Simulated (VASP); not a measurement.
Wanted: the native input for a VASP 6.6.1 run.

| Property | Result |
| --- | --- |
| Task | relaxation of cell and atoms |
| Functional | PBE |
| Potentials or basis | VASP PAW PBE potentials, release 64 (Zr_sv, B) |
| Cutoff | 600 eV |
| k mesh | 8 × 8 × 8 |
| Occupations | gaussian, width 0.1 eV |
| Spin | no spin polarisation |
| Dipole correction | no |
| Further INCAR settings | ALGO = Fast; EDIFF = 1e-06; IBRION = 2; EDIFFG = -0.01; NSW = 100; ISIF = 3 |

The structure of Zr3B lies in POSCAR:

```
Zr3B
1.0
    5.2689427734      0.0000000000      0.0000000000
    0.0000000000      5.2689427734      0.0000000000
    0.0000000000      0.0000000000      5.2689427734
Zr B
6 2
Direct
    0.2500000000      0.0000000000      0.5000000000
    0.5000000000      0.7500000000      0.0000000000
    0.7500000000      0.0000000000      0.5000000000
    0.5000000000      0.2500000000      0.0000000000
    0.0000000000      0.5000000000      0.7500000000
    0.0000000000      0.5000000000      0.2500000000
    0.0000000000      0.0000000000      0.0000000000
    0.5000000000      0.5000000000      0.5000000000
```

The cell was built from a structure type or drawn by symmetry, and may not be a known phase.

One way to write it, as run:

INCAR

```
  ALGO = Fast
  EDIFF = 1E-6
  EDIFFG = -0.01
  ENCUT = 600
  GGA = PE
  IBRION = 2
  ISIF = 3
  ISMEAR = 0
  LASPH = T
  LCHARG = F
  LREAL = F
  LWAVE = F
  NELM = 80
  NSW = 100
  PREC = Accurate
  SIGMA = 0.1
```

KPOINTS

```
k-points
0
Gamma
  8 8 8
```

Potentials or basis: VASP PAW PBE potentials, release 64 (Zr_sv, B).

The run is started by

```sh
$ cat potpaw_PBE.64/Zr_sv/POTCAR potpaw_PBE.64/B/POTCAR > POTCAR
$ mpirun -np 1 vasp_std > vasp.out
```

It gave:

```yaml
Relaxed_volume: 18.32 Å³/atom
Relaxed_cell: a = 5.273 Å, b = 5.273 Å, c = 5.273 Å, α = 90.00°, β = 90.00°, γ = 90.00°
Space_group_after_relaxing_to_0.1_Å: Pm-3n (No. 223)
Energy_gained_by_relaxing: 0.0 meV/atom
Ionic_steps: 3
Pressure_after_relaxing: 0.0 GPa
Band_gap_on_the_k_mesh: zero (bands 39 and 40 overlap by 1.27 eV)
```

Run time: 26 min on 1 thread of Intel Xeon 8259CL, with other jobs on the host, peak memory 0.41 GiB.
